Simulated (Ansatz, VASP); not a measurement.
Two plane-wave programs on PtPb

File INCAR:

```
SYSTEM = PtPb
  ALGO = Normal
  EDIFF = 1E-8
  ENCUT = 520
  GGA = CA
  ISIF = 2
  ISMEAR = -1
  LASPH = .True.
  LCHARG = .False.
  LEFG = .True.
  LREAL = .False.
  LWAVE = .False.
  NBANDS = 32
  NELM = 60
  PREC = Accurate
  SIGMA = 0.05
```

Contents of KPOINTS:

```
k-points
0
Gamma
  10 10 7
  0 0 0
```

The input POSCAR:

```
PtPb
1.0
    4.2357867248      0.0000000000      0.0000000000
   -2.1178933624      3.6682989087      0.0000000000
    0.0000000000      0.0000000000      5.4377523721
Pt Pb
2 2
Direct
    0.3333333333      0.6666666667      0.2500000000
    0.6666666667      0.3333333333      0.7500000000
    0.0000000000      0.0000000000      0.0000000000
    0.0000000000      0.0000000000      0.5000000000
```

Input for Ansatz:

```yaml
crystal:
  lattice:
    - [4.2357867248, 0.0, 0.0]
    - [-2.1178933624, 3.6682989087, 0.0]
    - [0.0, 0.0, 5.4377523721]
  atoms:
    - { symbol: Pt, position: [0.3333333333, 0.6666666667, 0.25] }
    - { symbol: Pt, position: [0.6666666667, 0.3333333333, 0.75] }
    - { symbol: Pb, position: [0.0, 0.0, 0.0] }
    - { symbol: Pb, position: [0.0, 0.0, 0.5] }
kpoints:
  mp_grid: { grid: [10, 10, 7] }
scf:
  occupations: { method: fermi_dirac, width: 0.05 }
hamiltonian:
  xc: lda
  pseudopotentials: { kind: paw }
output:
  forces: true
  stress: true
  eigenvalues: true
  efg: { contact_densities: true }
```

Change from the starting cell: volume scaled by 0.99, PAW files.

Alike in both runs: task electric field gradients; functional LDA; k mesh 10 × 10 × 7; occupations fermi-dirac, width 0.05 eV; no spin polarisation.

|  | VASP | Ansatz |
| --- | --- | --- |
| version | VASP 6.6.1 | Ansatz 0.2.0 |
| potentials or method | VASP PAW LDA potentials, release 64 (Pt, Pb_d) | PAW with Ansatz's default frozen-core files, scalar-relativistic |
| plane-wave cutoff (eV) | 520 | 420 |
| valence electrons in the cell | 48 | 64 |

```csv
,VASP,Ansatz,Ansatz less VASP
pressure (GPa),8.3,7.9,-0.35
"traceless stress, the component that is largest in VASP (GPa)",17.98,18.06,+0.075
size of Vzz on the site where it differs most (V/Å²),11.9,82.7,+70.78
```

LDA's correlation is that of Perdew and Zunger in VASP and of Perdew and Wang (1992) in Ansatz. One of these differences is far larger than is usual between the two programs; its cause wasn't traced. VASP's potentials hold 48 valence electrons a cell and Ansatz's 64, so a difference there can come from the potentials and not from the codes.

Neither program's run includes spin-orbit coupling.
